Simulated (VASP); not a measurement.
# Cu (Fd-3m) in VASP: a series of runs, part 2 of 2

VASP 6.6.1.

**3. Single point, PBEsol**

This run uses another cell than the first one, of 16.00 Å³/atom.

INCAR

```
SYSTEM = Cu
PREC = Accurate ; ENCUT = 820
EDIFF = 1E-6 ; ISMEAR = 0
SIGMA = 0.1 ; LREAL = .False.
LASPH = .True. ; NELM = 120
ALGO = Normal ; ISIF = 2
LWAVE = .False. ; LCHARG = .False.
GGA = PS ; NBANDS = 26
GGA_COMPAT = .False.
```

KPOINTS

```
Automatic mesh
0
Gamma
  16 16 16
  0 0 0
```

POSCAR

```
Cu
1.0
    0.0000000000      2.5197713025      2.5197713025
    2.5197713025      0.0000000000      2.5197713025
    2.5197713025      2.5197713025      0.0000000000
Cu
2
Direct
    0.0000000000      0.0000000000      0.0000000000
    0.2500000000      0.2500000000      0.2500000000
```

Potentials or basis: VASP PAW PBE potentials, release 64 (Cu_sv_GW).

Run with:

```console
> cat potpaw_PBE.64/Cu_sv_GW/POTCAR > POTCAR
> mpirun -np 1 vasp_std > vasp.out
```

OUTCAR:

```text
SYSTEM = Cu
   PREC = Accurate
   ENCUT = 820
   EDIFF = 1E-6
   ISMEAR = 0
   LREAL = .False.
   LASPH = .True.
   NELM = 120
   ISIF = 2
   GGA = PS

 ion  position               nearest neighbor table
   1  0.000  0.000  0.000-   2 2.18   2 2.18   2 2.18   2 2.18
   2  0.250  0.250  0.250-   1 2.18   1 2.18   1 2.18   1 2.18

  LATTYP: Found a face centered cubic cell.
 ALAT       =     5.0395426050

  Lattice vectors:

 A1 = (   0.0000000000,   2.5197713025,   2.5197713025)
 A2 = (   2.5197713025,   0.0000000000,   2.5197713025)
 A3 = (   2.5197713025,   2.5197713025,   0.0000000000)

Analysis of symmetry for initial positions (statically):
=====================================================================
 Subroutine PRICEL returns:
 Original cell was already a primitive cell.

 Routine SETGRP: Setting up the symmetry group for a
 face centered cubic supercell.

 Subroutine GETGRP returns: Found 48 space group operations
 (whereof 24 operations were pure point group operations)
 out of a pool of 48 trial point group operations.

The static configuration has the point symmetry T_d .
 The point group associated with its full space group is O_h .

Analysis of symmetry for dynamics (positions and initial velocities):
=====================================================================
 Subroutine PRICEL returns:
 Original cell was already a primitive cell.

 Routine SETGRP: Setting up the symmetry group for a
 face centered cubic supercell.

 Subroutine GETGRP returns: Found 48 space group operations
 (whereof 24 operations were pure point group operations)
 out of a pool of 48 trial point group operations.

The dynamic configuration has the point symmetry T_d .
 The point group associated with its full space group is O_h .

 Subroutine INISYM returns: Found 48 space group operations
 (whereof 24 operations are pure point group operations),
 and found     1 'primitive' translations

----------------------------------------------------------------------------------------

                                     Primitive cell

  volume of cell :      31.9973

  direct lattice vectors                    reciprocal lattice vectors
     0.000000000  2.519771303  2.519771303    -0.198430707  0.198430707  0.198430707
     2.519771303  0.000000000  2.519771303     0.198430707 -0.198430707  0.198430707
     2.519771303  2.519771303  0.000000000     0.198430707  0.198430707 -0.198430707

  length of vectors
     3.563494750  3.563494750  3.563494750     0.343692066  0.343692066  0.343692066

  position of ions in fractional coordinates (direct lattice)
     0.000000000  0.000000000  0.000000000
     0.250000000  0.250000000  0.250000000

  ion indices of the primitive-cell ions
   primitive index   ion index
                 1           1
                 2           2

----------------------------------------------------------------------------------------

 KPOINTS: Automatic mesh

Automatic generation of k-mesh.
 Grid dimensions read from file:
 generate k-points for:   16   16   16

 Generating k-lattice:

  Cartesian coordinates                     Fractional coordinates (reciprocal lattice)
    -0.012401919  0.012401919  0.012401919     0.062500000  0.000000000  0.000000000
     0.012401919 -0.012401919  0.012401919     0.000000000  0.062500000  0.000000000
     0.012401919  0.012401919 -0.012401919     0.000000000  0.000000000  0.062500000

  Length of vectors
     0.021480754  0.021480754  0.021480754

  Shift w.r.t. Gamma in fractional coordinates (k-lattice)
     0.000000000  0.000000000  0.000000000

 Subroutine IBZKPT returns following result:
 ===========================================

 Found    145 irreducible k-points:

 Following reciprocal coordinates:
            Coordinates               Weight
  0.000000  0.000000  0.000000      1.000000
  0.062500  0.000000  0.000000      8.000000
  0.125000  0.000000  0.000000      8.000000
  0.187500  0.000000  0.000000      8.000000
  0.250000  0.000000  0.000000      8.000000
  0.312500  0.000000  0.000000      8.000000
[... 16 lines left out ...]
 -0.125000  0.062500  0.000000     24.000000
 -0.062500  0.062500  0.000000     12.000000
 [... further k-points ...]
   k-points           NKPTS =    145   k-points in BZ     NKDIM =    145   number of bands    NBANDS=     26
   number of dos      NEDOS =    301   number of ions     NIONS =      2
   total plane-waves  NPLWV =  46656
   dimension x,y,z NGX =    36 NGY =   36 NGZ =   36
   dimension x,y,z NGXF=    72 NGYF=   72 NGZF=   72
   ions per type =               2
   NGX,Y,Z   is equivalent  to a cutoff of  16.79, 16.79, 16.79 a.u.
   NGXF,Y,Z  is equivalent  to a cutoff of  33.59, 33.59, 33.59 a.u.
 SYSTEM =  Cu
   PREC   = accura    normal or accurate (medium, high low for compatibility)
   ISTART =      0    job   : 0-new  1-cont  2-samecut
   ICHARG =      2    charge: 1-file 2-atom 10-const
   ISPIN  =      1    spin polarized calculation?
   LNONCOLLINEAR =      F non collinear calculations
   LSORBIT =      F    spin-orbit coupling
   LASPH  =      T    aspherical Exc in radial PAW
   ENCUT  =  820.0 eV  60.27 Ry    7.76 a.u.   8.32  8.32  8.32*2*pi/ulx,y,z
   NELM   =    120;   NELMIN=  2; NELMDL= -5     # of ELM steps
   EDIFF  = 0.1E-05   stopping-criterion for ELM
   LREAL  =      F    real-space projection
   EDIFFG = 0.1E-04   stopping-criterion for IOM
   NSW    =      0    number of steps for IOM
   IBRION =     -1    ionic relax: 0-MD 1-quasi-New 2-CG
   NFREE  =      0    steps in history (QN), initial steepest desc. (CG)
   ISIF   =      2    stress and relaxation
   ISYM   =      2    0-nonsym 1-usesym 2-fastsym
   POTIM  = 0.5000    time-step for ionic-motion
   TEBEG  =    0.0;   TEEND  =   0.0 temperature during run
   PSTRESS=    0.0 pullay stress
   NELECT =      38.0000    total number of electrons
   NUPDOWN=      -1.0000    fix difference up-down
   EMIN   =  10.00;   EMAX   =-10.00  energy-range for DOS
   EFERMI =   0.00;   METHOD = LEGACY
   ISMEAR =     0;   SIGMA  =   0.10  broadening in eV -4-tet -1-fermi 0-gaus
   EFERMI_NEDOS =   21; number of points for ismear=-14 and -15
   IALGO  =     38    algorithm
   IMIX   =      4    mixing-type and parameters
     AMIX     =   0.40;   BMIX     =  1.00
     AMIX_MAG =   1.60;   BMIX_MAG =  1.00
  volume/ion in A,a.u.               =      16.00       107.96
  Fermi-wavevector in a.u.,A,eV,Ry     =   1.733664  3.276150 40.893542  3.005591
  Thomas-Fermi vector in A             =   2.807607
   LORBIT       =      0    0 simple, 1 ext, 2 COOP (PROOUT), +10 PAW based schemes
   GGA     = PS    functional components
   LHFCALC =     F    Hartree Fock is set to
   AEXX    =    0.0000 exact exchange contribution
   IVDW    =     0    specifies the selected vdW correction
   LEPSILON=     F    determine dielectric tensor
   LRPA    =     F    only Hartree local field effects (RPA)
 non-spin polarized calculation
 Gauss-broadening in eV      SIGMA  =   0.10
  energy-cutoff  :      820.00
  volume of cell :       32.00
 maximum number of plane-waves:      1727
 NGX is ok and might be reduce to    36
   NGX = 17   NGY = 17   NGZ = 17

 number of electron      37.9999995 magnetization

 Free energy of the ion-electron system (eV)
  ---------------------------------------------------
  ext. energy  EPLUGINS =         0.00000000
  ---------------------------------------------------
  free energy    TOTEN  =        -6.26604703 eV

  energy without entropy =       -6.26141592  energy(sigma->0) =       -6.26373148

 E-fermi :   4.1373     XC(G=0): -11.4418

 val. band max:        4.1232694350   @ k =   0.5000   0.1250   0.0000
 cond. band min:       4.1375826590   @ k =  -0.2500   0.4375   0.1875
 fundamental gap:      0.0143132240
 Fermi energy:         4.1373099359

 k-point     1 :       0.0000    0.0000    0.0000
  band No.  band energies     occupation
      1    -107.9952      2.00000
      2    -107.9157      2.00000
      3     -65.5808      2.00000
      4     -65.5808      2.00000
      5     -65.5808      2.00000
      6     -65.4120      2.00000
[... 18 lines left out ...]
     25      15.9007      0.00000
     26      18.3916      0.00000
[... 644 lines left out ...]
      4     -65.5823      2.00000
      5     -65.5799      2.00000
      6     -65.4137      2.00000
[... 18 lines left out ...]
     25      17.2416      0.00000
     26      18.7518      0.00000

 [... further k-points ...]

------------------------ aborting loop because EDIFF is reached ----------------------------------------

  FORCE on cell =-STRESS in cart. coord.  units (eV):
  Direction    XX          YY          ZZ          XY          YZ          ZX
  --------------------------------------------------------------------------------------
  -------------------------------------------------------------------------------------
  Total        1.8045103      1.8045103      1.8045103      0.0000000      0.0000000     -0.0000000
  in kB       90.3559116     90.3559116     90.3559116      0.0000000      0.0000000     -0.0000000
  external PRESSURE =      90.3559116 kB  Pullay stress =       0.0000000 kB

 VOLUME and BASIS-vectors are now :
 -----------------------------------------------------------------------------
  energy-cutoff  :      820.00
  volume of cell :       32.00
      direct lattice vectors                 reciprocal lattice vectors
     0.000000000  2.519771303  2.519771303    -0.198430707  0.198430707  0.198430707
     2.519771303  0.000000000  2.519771303     0.198430707 -0.198430707  0.198430707
     2.519771303  2.519771303  0.000000000     0.198430707  0.198430707 -0.198430707

 POSITION                                       TOTAL-FORCE (eV/Angst)
 -----------------------------------------------------------------------------------
      0.00000      0.00000      0.00000        -0.000000     -0.000000     -0.000000
      1.25989      1.25989      1.25989         0.000000      0.000000      0.000000
 -----------------------------------------------------------------------------------
    total drift:                                0.000000      0.000000      0.000000

  FREE ENERGIE OF THE ION-ELECTRON SYSTEM (eV)
  ---------------------------------------------------
  free  energy   TOTEN  =        -6.2660470319 eV

  energy  without entropy=       -6.2614159248  energy(sigma->0) =       -6.26373148
```

It took 2.2 min on 1 thread of Intel Xeon 6975P-C (Granite Rapids), shared host; peak memory 0.37 GiB.

What came out:

```yaml
Free_energy: -6.2660 eV
Pressure: 9.0 GPa
Band_gap_on_the_k_mesh: zero (bands 19 and 20 overlap by 1.05 eV)
```

Caveat: the cell stands under pressure; the PAW data sets were made with another functional, which shifts forces and pressure a little.
